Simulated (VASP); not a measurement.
# Tm2I3 (P6/mmm) in VASP: single point with PBE

Aim: the single point of Tm2I3 with PBE.

Program: VASP 6.6.1. These are calculated values, not measurements. Logs are shortened: lines on timing, memory, paths and dates and some standing lists are left out, and cuts for length are marked.

## Step 1: The cell of the first run

Symmetry: P6/mmm, No. 191, hexagonal system. Conventional cell: a = 7.324 Å, b = 7.324 Å, c = 4.769 Å, α = 90.00°, β = 90.00°, γ = 120.00°. Within 2.8 Å of Tm (site symmetry -6m2) lie 3 I at 2.11 Å. Within 2.8 Å of I (site symmetry mmm) lie 2 Tm at 2.11 Å.

The cell was generated, and may not be a known phase.

## Step 2: Single point, PBE

The input, INCAR:

```
SYSTEM = Tm2I3
ALGO     = Normal         ! electronic algorithm
EDIFF    = 1E-7           ! SCF threshold, eV
ENCUT    = 520            ! plane-wave cutoff, eV
GGA      = PE             ! functional
ISIF     = 2              ! what is computed and relaxed
ISMEAR   = 0              ! smearing method
LASPH    = .True.         ! aspherical terms in the spheres
LCHARG   = .True.         ! write CHGCAR
LELF     = .True.         ! ELF
LREAL    = .False.        ! projectors in reciprocal space
LVHAR    = .True.       
LWAVE    = .False.        ! write WAVECAR
NBANDS   = 42             ! bands
NELM     = 100            ! most SCF steps
PREC     = Accurate       ! precision mode
SIGMA    = 0.1            ! smearing width, eV
```

The input, KPOINTS:

```
k-points
0
Gamma
  3 3 4
  0 0 0
```

The input, POSCAR:

```
Tm2I3
1.0
    7.3237088900      0.0000000000      0.0000000000
   -3.6618544400      6.3425179400      0.0000000000
    0.0000000000      0.0000000000      4.7692487900
Tm I
2 3
Direct
    0.3333333300      0.6666666700      0.0000000000
    0.6666666700      0.3333333300      0.0000000000
    0.5000000000      0.0000000000      0.0000000000
    0.0000000000      0.5000000000      0.0000000000
    0.5000000000      0.5000000000      0.0000000000
```

Potentials or basis: VASP PAW PBE potentials, release 64 (Tm, I).

Started as:

```
$ cat potpaw_PBE.64/Tm/POTCAR potpaw_PBE.64/I/POTCAR > POTCAR
$ mpirun -np 1 vasp_std > vasp.out
```

OUTCAR:

```text
SYSTEM = Tm2I3
   EDIFF = 1E-7
   ENCUT = 520
   GGA = PE
   ISIF = 2
   ISMEAR = 0
   LASPH = .True.
   LREAL = .False.
   NELM = 100
   PREC = Accurate

 ion  position               nearest neighbor table
   1  0.333  0.667  0.000-   3 2.11   4 2.11   5 2.11
   2  0.667  0.333  0.000-   3 2.11   4 2.11   5 2.11
   3  0.500  0.000  0.000-   1 2.11   2 2.11
   4  0.000  0.500  0.000-   1 2.11   2 2.11
   5  0.500  0.500  0.000-   1 2.11   2 2.11

  LATTYP: Found a hexagonal cell.
 ALAT       =     7.3237088900
 C/A-ratio  =     0.6512067672

  Lattice vectors:

 A1 = (   7.3237088900,   0.0000000000,   0.0000000000)
 A2 = (  -3.6618544400,   6.3425179400,   0.0000000000)
 A3 = (   0.0000000000,   0.0000000000,   4.7692487900)

Analysis of symmetry for initial positions (statically):
=====================================================================
 Subroutine PRICEL returns:
 Original cell was already a primitive cell.

 Routine SETGRP: Setting up the symmetry group for a
 hexagonal supercell.

 Subroutine GETGRP returns: Found 24 space group operations
 (whereof 24 operations were pure point group operations)
 out of a pool of 24 trial point group operations.

The static configuration has the point symmetry D_6h.

Analysis of symmetry for dynamics (positions and initial velocities):
=====================================================================
 Subroutine PRICEL returns:
 Original cell was already a primitive cell.

 Routine SETGRP: Setting up the symmetry group for a
 hexagonal supercell.

 Subroutine GETGRP returns: Found 24 space group operations
 (whereof 24 operations were pure point group operations)
 out of a pool of 24 trial point group operations.

The dynamic configuration has the point symmetry D_6h.

 Subroutine INISYM returns: Found 24 space group operations
 (whereof 24 operations are pure point group operations),
 and found     1 'primitive' translations

----------------------------------------------------------------------------------------

                                     Primitive cell

  volume of cell :     221.5352

  direct lattice vectors                    reciprocal lattice vectors
     7.323708890  0.000000000  0.000000000     0.136542838  0.078833045  0.000000000
    -3.661854440  6.342517940  0.000000000     0.000000000  0.157666089  0.000000000
     0.000000000  0.000000000  4.769248790     0.000000000  0.000000000  0.209676627

  length of vectors
     7.323708890  7.323708880  4.769248790     0.157666089  0.157666089  0.209676627

  position of ions in fractional coordinates (direct lattice)
     0.333333330  0.666666670  0.000000000
     0.666666670  0.333333330  0.000000000
     0.500000000  0.000000000  0.000000000
     0.000000000  0.500000000  0.000000000
     0.500000000  0.500000000  0.000000000

  ion indices of the primitive-cell ions
   primitive index   ion index
                 1           1
                 2           2
                 3           3
                 4           4
                 5           5

----------------------------------------------------------------------------------------

 KPOINTS: k-points

Automatic generation of k-mesh.
 Grid dimensions read from file:
 generate k-points for:    3    3    4

 Generating k-lattice:

  Cartesian coordinates                     Fractional coordinates (reciprocal lattice)
     0.045514279  0.026277682  0.000000000     0.333333333  0.000000000  0.000000000
     0.000000000  0.052555363  0.000000000     0.000000000  0.333333333  0.000000000
     0.000000000  0.000000000  0.052419157     0.000000000  0.000000000  0.250000000

  Length of vectors
     0.052555363  0.052555363  0.052419157

  Shift w.r.t. Gamma in fractional coordinates (k-lattice)
     0.000000000  0.000000000  0.000000000

 Subroutine IBZKPT returns following result:
 ===========================================

 Found      9 irreducible k-points:

 Following reciprocal coordinates:
            Coordinates               Weight
  0.000000  0.000000  0.000000      1.000000
  0.333333  0.000000  0.000000      6.000000
  0.333333  0.333333  0.000000      2.000000
  0.000000  0.000000  0.250000      2.000000
  0.333333  0.000000  0.250000     12.000000
  0.333333  0.333333  0.250000      4.000000
  0.000000  0.000000  0.500000      1.000000
  0.333333  0.000000  0.500000      6.000000
  0.333333  0.333333  0.500000      2.000000
   k-points           NKPTS =      9   k-points in BZ     NKDIM =      9   number of bands    NBANDS=     42
   number of dos      NEDOS =    301   number of ions     NIONS =      5
   total plane-waves  NPLWV = 104976
   dimension x,y,z NGX =    54 NGY =   54 NGZ =   36
   dimension x,y,z NGXF=   108 NGYF=  108 NGZF=   72
   ions per type =               2   3
   NGX,Y,Z   is equivalent  to a cutoff of  12.26, 12.26, 12.55 a.u.
   NGXF,Y,Z  is equivalent  to a cutoff of  24.52, 24.52, 25.10 a.u.
 SYSTEM =  Tm2I3
   PREC   = accura    normal or accurate (medium, high low for compatibility)
   ISTART =      0    job   : 0-new  1-cont  2-samecut
   ICHARG =      2    charge: 1-file 2-atom 10-const
   ISPIN  =      1    spin polarized calculation?
   LNONCOLLINEAR =      F non collinear calculations
   LSORBIT =      F    spin-orbit coupling
   LASPH  =      T    aspherical Exc in radial PAW
   ENCUT  =  520.0 eV  38.22 Ry    6.18 a.u.  13.62 13.62  8.87*2*pi/ulx,y,z
   NELM   =    100;   NELMIN=  2; NELMDL= -5     # of ELM steps
   EDIFF  = 0.1E-06   stopping-criterion for ELM
   LREAL  =      F    real-space projection
   EDIFFG = 0.1E-05   stopping-criterion for IOM
   NSW    =      0    number of steps for IOM
   IBRION =     -1    ionic relax: 0-MD 1-quasi-New 2-CG
   NFREE  =      0    steps in history (QN), initial steepest desc. (CG)
   ISIF   =      2    stress and relaxation
   ISYM   =      2    0-nonsym 1-usesym 2-fastsym
   POTIM  = 0.5000    time-step for ionic-motion
   TEBEG  =    0.0;   TEEND  =   0.0 temperature during run
   PSTRESS=    0.0 pullay stress
   NELECT =      67.0000    total number of electrons
   NUPDOWN=      -1.0000    fix difference up-down
   EMIN   =  10.00;   EMAX   =-10.00  energy-range for DOS
   EFERMI =   0.00;   METHOD = LEGACY
   ISMEAR =     0;   SIGMA  =   0.10  broadening in eV -4-tet -1-fermi 0-gaus
   EFERMI_NEDOS =   21; number of points for ismear=-14 and -15
   IALGO  =     38    algorithm
   IMIX   =      4    mixing-type and parameters
     AMIX     =   0.40;   BMIX     =  1.00
     AMIX_MAG =   1.60;   BMIX_MAG =  1.00
  volume/ion in A,a.u.               =      44.31       299.00
  Fermi-wavevector in a.u.,A,eV,Ry     =   1.098885  2.076591 16.429686  1.207548
  Thomas-Fermi vector in A             =   2.235270
   LORBIT       =      0    0 simple, 1 ext, 2 COOP (PROOUT), +10 PAW based schemes
   GGA     = PE    functional components
   LHFCALC =     F    Hartree Fock is set to
   AEXX    =    0.0000 exact exchange contribution
   IVDW    =     0    specifies the selected vdW correction
   LEPSILON=     F    determine dielectric tensor
   LRPA    =     F    only Hartree local field effects (RPA)
 non-spin polarized calculation
 Gauss-broadening in eV      SIGMA  =   0.10
  energy-cutoff  :      520.00
  volume of cell :      221.54
 maximum number of plane-waves:      6030
 NGX is ok and might be reduce to    54
   NGX = 27   NGY = 27   NGZ = 17

 number of electron      67.0000025 magnetization

 Free energy of the ion-electron system (eV)
  ---------------------------------------------------
  ext. energy  EPLUGINS =         0.00000000
  ---------------------------------------------------
  free energy    TOTEN  =        13.01876131 eV

  energy without entropy =       13.11330058  energy(sigma->0) =       13.06603095

 E-fermi :   2.7926     XC(G=0):  -7.0712

 val. band max:        2.7863185958   @ k =   0.0000   0.0000   0.0000
 cond. band min:       2.7959474472   @ k =   0.3333   0.0000   0.2500
 fundamental gap:      0.0096288514
 Fermi energy:         2.7925905820

 k-point     1 :       0.0000    0.0000    0.0000
  band No.  band energies     occupation
      1     -47.2458      2.00000
      2     -47.1929      2.00000
      3     -22.5337      2.00000
      4     -22.5337      2.00000
      5     -22.2948      2.00000
      6     -22.2947      2.00000
[... 34 lines left out ...]
     41       5.0081      0.00000
     42       7.3357      0.00000

 k-point     2 :       0.3333    0.0000    0.0000
  band No.  band energies     occupation
      1     -47.2347      2.00000
      2     -47.2041      2.00000
      3     -22.5514      2.00000
      4     -22.4994      2.00000
      5     -22.3366      2.00000
      6     -22.2751      2.00000
[... 34 lines left out ...]
     41       5.6110      0.00000
     42       6.6240      0.00000

 k-point     3 :       0.3333    0.3333    0.0000
  band No.  band energies     occupation
      1     -47.2194      2.00000
      2     -47.2194      2.00000
      3     -22.5683      2.00000
      4     -22.4203      2.00000
      5     -22.4203      2.00000
      6     -22.2563      2.00000
[... 34 lines left out ...]
     41       5.9261      0.00000
     42       6.4404      0.00000

 k-point     4 :       0.0000    0.0000    0.2500
  band No.  band energies     occupation
      1     -47.2458      2.00000
      2     -47.1928      2.00000
      3     -22.5326      2.00000
      4     -22.5326      2.00000
      5     -22.2943      2.00000
      6     -22.2943      2.00000
[... 34 lines left out ...]
     41       5.3229      0.00000
     42       7.6235      0.00000

 k-point     5 :       0.3333    0.0000    0.2500
  band No.  band energies     occupation
      1     -47.2346      2.00000
      2     -47.2040      2.00000
      3     -22.5502      2.00000
      4     -22.4984      2.00000
      5     -22.3360      2.00000
      6     -22.2747      2.00000
[... 34 lines left out ...]
     41       5.8132      0.00000
     42       6.2986      0.00000

 k-point     6 :       0.3333    0.3333    0.2500
  band No.  band energies     occupation
      1     -47.2193      2.00000
      2     -47.2193      2.00000
      3     -22.5671      2.00000
      4     -22.4195      2.00000
      5     -22.4195      2.00000
      6     -22.2559      2.00000
[... 34 lines left out ...]
     41       5.7128      0.00000
     42       6.7362      0.00000

 k-point     7 :       0.0000    0.0000    0.5000
  band No.  band energies     occupation
      1     -47.2457      2.00000
      2     -47.1927      2.00000
      3     -22.5315      2.00000
      4     -22.5315      2.00000
      5     -22.2939      2.00000
      6     -22.2939      2.00000
[... 34 lines left out ...]
     41       5.8305      0.00000
     42       5.9199      0.00000

 k-point     8 :       0.3333    0.0000    0.5000
  band No.  band energies     occupation
      1     -47.2345      2.00000
      2     -47.2040      2.00000
      3     -22.5491      2.00000
      4     -22.4973      2.00000
      5     -22.3354      2.00000
      6     -22.2743      2.00000
[... 34 lines left out ...]
     41       5.8343      0.00000
     42       5.8939      0.00000

 k-point     9 :       0.3333    0.3333    0.5000
  band No.  band energies     occupation
      1     -47.2193      2.00000
      2     -47.2193      2.00000
      3     -22.5660      2.00000
      4     -22.4187      2.00000
      5     -22.4187      2.00000
      6     -22.2555      2.00000
[... 34 lines left out ...]
     41       5.7222      0.00000
     42       6.9998      0.00000

------------------------ aborting loop because EDIFF is reached ----------------------------------------

  FORCE on cell =-STRESS in cart. coord.  units (eV):
  Direction    XX          YY          ZZ          XY          YZ          ZX
  --------------------------------------------------------------------------------------
  -------------------------------------------------------------------------------------
  Total      119.0765540    119.0765537     -0.7744579      0.0000001      0.0000000      0.0000000
  in kB      861.1802964    861.1802941     -5.6010009      0.0000007      0.0000000      0.0000000
  external PRESSURE =     572.2531965 kB  Pullay stress =       0.0000000 kB

 VOLUME and BASIS-vectors are now :
 -----------------------------------------------------------------------------
  energy-cutoff  :      520.00
  volume of cell :      221.54
      direct lattice vectors                 reciprocal lattice vectors
     7.323708890  0.000000000  0.000000000     0.136542838  0.078833045  0.000000000
    -3.661854440  6.342517940  0.000000000     0.000000000  0.157666089  0.000000000
     0.000000000  0.000000000  4.769248790     0.000000000  0.000000000  0.209676627

 POSITION                                       TOTAL-FORCE (eV/Angst)
 -----------------------------------------------------------------------------------
     -0.00000      4.22835      0.00000        -0.000000     -0.000000      0.000000
      3.66185      2.11417      0.00000         0.000000      0.000000      0.000000
      3.66185      0.00000      0.00000         0.000000      0.000000      0.000000
     -1.83093      3.17126      0.00000         0.000000      0.000000      0.000000
      1.83093      3.17126      0.00000         0.000000      0.000000      0.000000
 -----------------------------------------------------------------------------------
    total drift:                                0.000000      0.000000      0.000000

  FREE ENERGIE OF THE ION-ELECTRON SYSTEM (eV)
  ---------------------------------------------------
  free  energy   TOTEN  =        13.0187613143 eV

  energy  without entropy=       13.1133005768  energy(sigma->0) =       13.06603095
```

Run time: 4.7 min. Hardware: 1 thread of Intel Xeon 6975P-C (Granite Rapids), shared host; peak memory 0.35 GiB.

Results:

| Quantity | Value |
| --- | --- |
| Free energy | 13.0188 eV |
| Pressure | 57.2 GPa |
| Band gap on the k mesh | zero (an odd number of electrons rules out a gap without spin polarisation) |

Stress tensor (GPa, compression positive):
```
86.12  0.00  0.00
 0.00 86.12  0.00
 0.00  0.00 -0.56
```

Caveat: the stress differs along the axes, from -1 to 86 GPa; spin-orbit coupling is left out, which moves the levels of the heavy elements; an odd number of electrons without spin polarisation forces a metal; a magnetic or distorted state may lie lower; the run has no spin polarisation, though such a crystal can be magnetic; semilocal functionals describe open f shells poorly, which spoils levels, moments and volumes. Spin polarisation is off, so any magnetic state and its effect on volume and gap are missing.
